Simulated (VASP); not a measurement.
# CdS in VASP: a series of runs

CdS is run at these levels: PBEsol; tasks: electric field gradients.

Program: VASP 6.6.1. These are calculated values, not measurements. Logs are shortened: lines on timing, memory, paths and dates and some standing lists are left out, and cuts for length are marked.

## 1. The cell of the first run

It takes space group I-4m2 (No. 119, tetragonal). The conventional cell has a = 4.162 Å, b = 4.162 Å, c = 5.709 Å, α = 90.00°, β = 90.00°, γ = 90.00°. Cd (site symmetry -4m2) has 4 S at 2.52 Å within 3.3 Å. Within 3.3 Å of S (site symmetry -4m2) lie 4 Cd at 2.52 Å.

## 2. Electric field gradients, PBEsol (zz strain of -3 %)

File INCAR:

```
SYSTEM = CdS
PREC = Accurate ; ENCUT = 520
EDIFF = 1E-8 ; ISMEAR = -1
SIGMA = 0.02 ; LREAL = .FALSE.
LASPH = .TRUE. ; NELM = 80
ALGO = Normal ; ISIF = 2
LWAVE = .FALSE. ; LCHARG = .FALSE.
GGA = PS ; LEFG = .TRUE.
NBANDS = 16
```

File KPOINTS:

```
regular mesh
0
G
  7 7 7
  0 0 0
```

File POSCAR:

```
CdS
1.0
    0.0000000000      2.9429534649      2.8546648610
    2.9429534649      0.0000000000      2.8546648610
    2.9429534649      2.9429534649      0.0000000000
Cd S
1 1
Direct
    0.0000000000      0.0000000000      0.0000000000
    0.7500000000      0.7500000000      0.7500000000
```

Potentials or basis: VASP PAW PBE potentials, release 64 (Cd, S).

Run with:

```bash
cat potpaw_PBE.64/Cd/POTCAR potpaw_PBE.64/S/POTCAR > POTCAR
mpirun -np 1 vasp_std > vasp.out
```

OUTCAR:

```text
SYSTEM = CdS
   PREC = Accurate
   ENCUT = 520
   EDIFF = 1E-8
   ISMEAR = -1
   LREAL = .FALSE.
   LASPH = .TRUE.
   NELM = 80
   ISIF = 2
   GGA = PS

 ion  position               nearest neighbor table
   1  0.000  0.000  0.000-   2 2.52   2 2.52   2 2.52   2 2.52
   2  0.750  0.750  0.750-   1 2.52   1 2.52   1 2.52   1 2.52

  LATTYP: Found a body centered tetragonal cell.
 ALAT       =     4.1619647035
 C/A-ratio  =     1.3717871555

  Lattice vectors:

 A1 = (   0.0000000000,  -2.9429534649,  -2.8546648610)
 A2 = (   0.0000000000,   2.9429534649,  -2.8546648610)
 A3 = (   2.9429534649,   0.0000000000,   2.8546648610)

Analysis of symmetry for initial positions (statically):
=====================================================================
 Subroutine PRICEL returns:
 Original cell was already a primitive cell.

 Routine SETGRP: Setting up the symmetry group for a
 body centered tetragonal supercell.

 Subroutine GETGRP returns: Found  8 space group operations
 (whereof  8 operations were pure point group operations)
 out of a pool of 16 trial point group operations.

The static configuration has the point symmetry D_2d.

Analysis of symmetry for dynamics (positions and initial velocities):
=====================================================================
 Subroutine PRICEL returns:
 Original cell was already a primitive cell.

 Routine SETGRP: Setting up the symmetry group for a
 body centered tetragonal supercell.

 Subroutine GETGRP returns: Found  8 space group operations
 (whereof  8 operations were pure point group operations)
 out of a pool of 16 trial point group operations.

The dynamic configuration has the point symmetry D_2d.

 Subroutine INISYM returns: Found  8 space group operations
 (whereof  8 operations are pure point group operations),
 and found     1 'primitive' translations

----------------------------------------------------------------------------------------

                                     Primitive cell

  volume of cell :      49.4484

  direct lattice vectors                    reciprocal lattice vectors
     0.000000000  2.942953465  2.854664861    -0.169897352  0.169897352  0.175151909
     2.942953465  0.000000000  2.854664861     0.169897352 -0.169897352  0.175151909
     2.942953465  2.942953465  0.000000000     0.169897352  0.169897352 -0.175151909

  length of vectors
     4.100010557  4.100010557  4.161964703     0.297335520  0.297335520  0.297335520

  position of ions in fractional coordinates (direct lattice)
     0.000000000  0.000000000  0.000000000
     0.750000000  0.750000000  0.750000000

  ion indices of the primitive-cell ions
   primitive index   ion index
                 1           1
                 2           2

----------------------------------------------------------------------------------------

 KPOINTS: regular mesh

Automatic generation of k-mesh.
 Grid dimensions read from file:
 generate k-points for:    7    7    7

 Generating k-lattice:

  Cartesian coordinates                     Fractional coordinates (reciprocal lattice)
    -0.024271050  0.024271050  0.025021701     0.142857143  0.000000000  0.000000000
     0.024271050 -0.024271050  0.025021701     0.000000000  0.142857143  0.000000000
     0.024271050  0.024271050 -0.025021701     0.000000000  0.000000000  0.142857143

  Length of vectors
     0.042476503  0.042476503  0.042476503

  Shift w.r.t. Gamma in fractional coordinates (k-lattice)
     0.000000000  0.000000000  0.000000000

 Subroutine IBZKPT returns following result:
 ===========================================

 Found     40 irreducible k-points:

 Following reciprocal coordinates:
            Coordinates               Weight
  0.000000  0.000000  0.000000      1.000000
  0.142857 -0.000000  0.000000      8.000000
  0.285714  0.000000  0.000000      8.000000
  0.428571  0.000000  0.000000      8.000000
  0.142857  0.142857  0.000000      2.000000
  0.285714  0.142857  0.000000      8.000000
[... 16 lines left out ...]
  0.428571  0.285714  0.142857      8.000000
 -0.428571  0.285714  0.142857     16.000000
 [... further k-points ...]
   k-points           NKPTS =     40   k-points in BZ     NKDIM =     40   number of bands    NBANDS=     16
   number of dos      NEDOS =    301   number of ions     NIONS =      2
   total plane-waves  NPLWV =  28800
   dimension x,y,z NGX =    30 NGY =   30 NGZ =   32
   dimension x,y,z NGXF=    60 NGYF=   60 NGZF=   64
   ions per type =               1   1
   NGX,Y,Z   is equivalent  to a cutoff of  12.16, 12.16, 12.78 a.u.
   NGXF,Y,Z  is equivalent  to a cutoff of  24.33, 24.33, 25.56 a.u.
 SYSTEM =  CdS
   PREC   = accura    normal or accurate (medium, high low for compatibility)
   ISTART =      0    job   : 0-new  1-cont  2-samecut
   ICHARG =      2    charge: 1-file 2-atom 10-const
   ISPIN  =      1    spin polarized calculation?
   LNONCOLLINEAR =      F non collinear calculations
   LSORBIT =      F    spin-orbit coupling
   LASPH  =      T    aspherical Exc in radial PAW
   ENCUT  =  520.0 eV  38.22 Ry    6.18 a.u.   7.62  7.62  7.74*2*pi/ulx,y,z
   NELM   =     80;   NELMIN=  2; NELMDL= -5     # of ELM steps
   EDIFF  = 0.1E-07   stopping-criterion for ELM
   LREAL  =      F    real-space projection
   EDIFFG = 0.1E-06   stopping-criterion for IOM
   NSW    =      0    number of steps for IOM
   IBRION =     -1    ionic relax: 0-MD 1-quasi-New 2-CG
   NFREE  =      0    steps in history (QN), initial steepest desc. (CG)
   ISIF   =      2    stress and relaxation
   ISYM   =      2    0-nonsym 1-usesym 2-fastsym
   POTIM  = 0.5000    time-step for ionic-motion
   TEBEG  =    0.0;   TEEND  =   0.0 temperature during run
   PSTRESS=    0.0 pullay stress
   NELECT =      18.0000    total number of electrons
   NUPDOWN=      -1.0000    fix difference up-down
   EMIN   =  10.00;   EMAX   =-10.00  energy-range for DOS
   EFERMI =   0.00;   METHOD = LEGACY
   ISMEAR =    -1;   SIGMA  =   0.02  broadening in eV -4-tet -1-fermi 0-gaus
   EFERMI_NEDOS =   21; number of points for ismear=-14 and -15
   IALGO  =     38    algorithm
   IMIX   =      4    mixing-type and parameters
     AMIX     =   0.40;   BMIX     =  1.00
     AMIX_MAG =   1.60;   BMIX_MAG =  1.00
  volume/ion in A,a.u.               =      24.72       166.85
  Fermi-wavevector in a.u.,A,eV,Ry     =   1.168912  2.208923 18.590381  1.366354
  Thomas-Fermi vector in A             =   2.305392
   LORBIT       =      0    0 simple, 1 ext, 2 COOP (PROOUT), +10 PAW based schemes
   GGA     = PS    functional components
   LHFCALC =     F    Hartree Fock is set to
   AEXX    =    0.0000 exact exchange contribution
   IVDW    =     0    specifies the selected vdW correction
   LEPSILON=     F    determine dielectric tensor
   LRPA    =     F    only Hartree local field effects (RPA)
 non-spin polarized calculation
  energy-cutoff  :      520.00
  volume of cell :       49.45
 maximum number of plane-waves:      1347
   NGX = 15   NGY = 15   NGZ = 15

 number of electron      18.0000002 magnetization

 Free energy of the ion-electron system (eV)
  ---------------------------------------------------
  ext. energy  EPLUGINS =         0.00000000
  ---------------------------------------------------
  free energy    TOTEN  =        -6.81090642 eV

  energy without entropy =       -6.81090642  energy(sigma->0) =       -6.81090642

 E-fermi :   1.7454     XC(G=0):  -9.3946

 val. band max:        1.2979625443   @ k =   0.0000   0.0000   0.0000
 cond. band min:       2.2536366413   @ k =   0.0000   0.0000   0.0000
 fundamental gap:      0.9556740970
 Fermi energy:         1.7453792487

 k-point     1 :       0.0000    0.0000    0.0000
  band No.  band energies     occupation
      1     -11.1625      2.00000
      2      -6.5055      2.00000
      3      -6.5055      2.00000
      4      -6.4881      2.00000
      5      -6.0154      2.00000
      6      -6.0014      2.00000
[... 8 lines left out ...]
     15      12.4825      0.00000
     16      12.8856      0.00000
[... 419 lines left out ...]
 k-point    24 :      -0.4286    0.2857    0.1429
  band No.  band energies     occupation
      1     -10.6502      2.00000
      2      -6.3228      2.00000
      3      -6.2847      2.00000
      4      -6.0716      2.00000
      5      -5.9739      2.00000
      6      -5.5424      2.00000
[... 8 lines left out ...]
     15      13.5423      0.00000
     16      14.6534      0.00000

 [... further k-points ...]

------------------------ aborting loop because EDIFF is reached ----------------------------------------

  FORCE on cell =-STRESS in cart. coord.  units (eV):
  Direction    XX          YY          ZZ          XY          YZ          ZX
  --------------------------------------------------------------------------------------
  -------------------------------------------------------------------------------------
  Total        0.0387212      0.0387212      0.2059320      0.0000000     -0.0000000      0.0000000
  in kB        1.2546055      1.2546055      6.6724056      0.0000000     -0.0000000      0.0000000
  external PRESSURE =       3.0605389 kB  Pullay stress =       0.0000000 kB

 VOLUME and BASIS-vectors are now :
 -----------------------------------------------------------------------------
  energy-cutoff  :      520.00
  volume of cell :       49.45
      direct lattice vectors                 reciprocal lattice vectors
     0.000000000  2.942953465  2.854664861    -0.169897352  0.169897352  0.175151909
     2.942953465  0.000000000  2.854664861     0.169897352 -0.169897352  0.175151909
     2.942953465  2.942953465  0.000000000     0.169897352  0.169897352 -0.175151909

 POSITION                                       TOTAL-FORCE (eV/Angst)
 -----------------------------------------------------------------------------------
      0.00000      0.00000      0.00000        -0.000000     -0.000000     -0.000000
      4.41443      4.41443      4.28200         0.000000      0.000000      0.000000
 -----------------------------------------------------------------------------------
    total drift:                               -0.000001     -0.000001     -0.000003

  FREE ENERGIE OF THE ION-ELECTRON SYSTEM (eV)
  ---------------------------------------------------
  free  energy   TOTEN  =        -6.8109064184 eV

  energy  without entropy=       -6.8109064184  energy(sigma->0) =       -6.81090642

 Electric field gradients (V/A^2)
---------------------------------------------------------------------
 ion       V_xx      V_yy      V_zz      V_xy      V_xz      V_yz
---------------------------------------------------------------------
   1      -4.809    -4.809     9.618    -0.001    -0.001    -0.001
   2       2.792     2.792    -5.583    -0.001     0.000     0.000
---------------------------------------------------------------------

 Electric field gradients after diagonalization (V/A^2)
 (convention: |V_zz| > |V_xx| > |V_yy|)
----------------------------------------------------------------------
 ion       V_xx      V_yy      V_zz     asymmetry (V_yy - V_xx)/ V_zz
----------------------------------------------------------------------
   1      -4.810    -4.808     9.618       0.000
   2       2.792     2.791    -5.583       0.000
----------------------------------------------------------------------

           NMR quadrupolar parameters

 Cq : quadrupolar parameter    Cq=e*Q*V_zz/h
 eta: asymmetry parameters     (V_yy - V_xx)/ V_zz
 Q  : nuclear electric quadrupole moment in mb (millibarn)
----------------------------------------------------------------------
 ion       Cq(MHz)       eta       Q (mb)
----------------------------------------------------------------------
   1       0.023       0.000       1.000
   2      -0.014       0.000       1.000
----------------------------------------------------------------------
```

It took 30 s on 1 thread of Intel Xeon 6975P-C (Granite Rapids), shared host; peak memory 0.18 GiB.

What came out:

```yaml
Free_energy: -6.8109 eV
Pressure: 0.3 GPa
Band_gap_on_the_k_mesh: 0.96 eV, direct
```

Electric field gradients, principal values (V/Å²):
```csv
atom,least,middle,greatest (by size)
1 Cd,-4.808,-4.810,9.618
2 S,2.791,2.792,-5.583
```

Caveat: the cell differs from its parent crystal (zz strain of -3 %); without QUAD_EFG the Cq values of the log hold for a quadrupole moment of 1 mb, not for the nuclei; the PAW data sets were made with another functional, which shifts forces and pressure a little.

(Continued in part 2 of 3.)
